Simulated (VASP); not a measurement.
Write the native input for VASP 6.6.1 that does the following.

```
Task                   : single point
Functional             : PBEsol
Potentials or basis    : VASP PAW PBE potentials, release 64 (Ag)
Cutoff                 : 520 eV
k mesh                 : 11 × 11 × 11
Occupations            : fermi-dirac, width 0.05 eV
Spin                   : no spin polarisation
Dipole correction      : no
Further INCAR settings : ALGO = Normal; EDIFF = 1e-07; NBANDS = 12
```

The structure of Ag lies in POSCAR:

```
Ag
1.0
   -1.5921992280      1.5921992280      1.5921992280
    1.5921992280     -1.5921992280      1.5921992280
    1.5921992280      1.5921992280     -1.5921992280
Ag
1
Direct
    0.0000000000      0.0000000000      0.0000000000
```

These files were run (other wordings do the same):

INCAR

```
ALGO = Normal ; EDIFF = 1E-7
ENCUT = 520 ; GGA = PS
ISIF = 2 ; ISMEAR = -1
LASPH = True ; LCHARG = False
LREAL = False ; LWAVE = False
NBANDS = 12 ; NELM = 80
PREC = Accurate ; SIGMA = 0.05
```

KPOINTS

```
k-points
0
Gamma
  11 11 11
```

Potentials or basis: VASP PAW PBE potentials, release 64 (Ag).

The run is started by

```bash
$ cat potpaw_PBE.64/Ag/POTCAR > POTCAR
$ mpirun -np 1 vasp_std > vasp.out
```

It gave:

| Item | Value |
| --- | --- |
| Pressure | 4.8 GPa |

Caveat: the PAW data sets were made with another functional, which shifts forces and pressure a little.

Run time: 8.6 s on 1 thread of AMD EPYC 9R45 96-Core Processor (Zen 5) (shared host), peak memory 0.11 GiB.
